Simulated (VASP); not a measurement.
Set up this calculation in VASP 6.6.1, as the native input.

```
Task                   : single point
Functional             : PBE
Potentials or basis    : VASP PAW PBE potentials, release 64 (Sr_sv, Ta_pv, O)
Cutoff                 : 520 eV
k mesh                 : 4 × 4 × 4
Occupations            : gaussian, width 0.1 eV
Spin                   : collinear spin
Starting moments       : [0.0, 1.0, 1.0, 0.0, 0.0] μB
Dipole correction      : no
Further INCAR settings : ALGO = Normal; EDIFF = 1e-06; NBANDS = 34
```

The structure of SrTa2O2 lies in POSCAR:

```
SrTa2O2
1.0
   -2.7365454400      2.7365454400      2.8722197900
    2.7365454400     -2.7365454400      2.8722197900
    2.7365454400      2.7365454400     -2.8722197900
Sr Ta O
1 2 2
Direct
    0.0000000000      0.0000000000      0.0000000000
    0.5000000000      0.0000000000      0.5000000000
    0.0000000000      0.5000000000      0.5000000000
    0.6455033900      0.6455033900      0.0000000000
    0.3544966100      0.3544966100      0.0000000000
```

The cell was built from a structure type or drawn by symmetry, and may not be a known phase.

One way to write it, as run:

INCAR

```
SYSTEM = SrTa2O2
PREC     = Accurate       ! precision mode
ENCUT    = 520            ! plane-wave cutoff, eV
EDIFF    = 1E-6           ! SCF threshold, eV
ISMEAR   = 0              ! smearing method
SIGMA    = 0.1            ! smearing width, eV
LREAL    = .False.        ! projectors in reciprocal space
LASPH    = .True.         ! aspherical terms in the spheres
NELM     = 150            ! most SCF steps
ALGO     = Normal         ! electronic algorithm
ISIF     = 2              ! what is computed and relaxed
LWAVE    = .False.        ! write WAVECAR
LCHARG   = .False.        ! write CHGCAR
ISPIN    = 2              ! spin polarisation
MAGMOM   = 0 1 1 0 0      ! initial moments
LORBIT   = 11             ! projections on sites
LMAXMIX  = 4              ! l up to which the mixer works
GGA      = PE             ! functional
NBANDS   = 34             ! bands
```

KPOINTS

```
Automatic mesh
0
Gamma
  4 4 4
  0 0 0
```

Potentials or basis: VASP PAW PBE potentials, release 64 (Sr_sv, Ta_pv, O).

Command:

```sh
$ cat potpaw_PBE.64/Sr_sv/POTCAR potpaw_PBE.64/Ta_pv/POTCAR potpaw_PBE.64/O/POTCAR > POTCAR
$ mpirun -np 1 vasp_std > vasp.out
```

It gave:

| Quantity | Value |
| --- | --- |
| Pressure | 9.1 GPa |
| Largest force | 3.292 eV/Å |
| Net moment | 0.63 μB per cell |
| Site moments | Sr +0.03; Ta +0.19; O +0.05 μB |
| Valence electrons inside the program's atomic spheres | Sr 8.66; Ta 8.71; O 4.85 |

Caveat: the k points lie up to 0.40 Å⁻¹ apart; forces of over 1 eV/Å act on the atoms, so gaps and moduli don't describe the material at rest.

Wall time 79 s on 1 thread of Intel(R) Xeon(R) Platinum 8488C (Sapphire Rapids), on a shared host, peak memory 0.27 GiB.
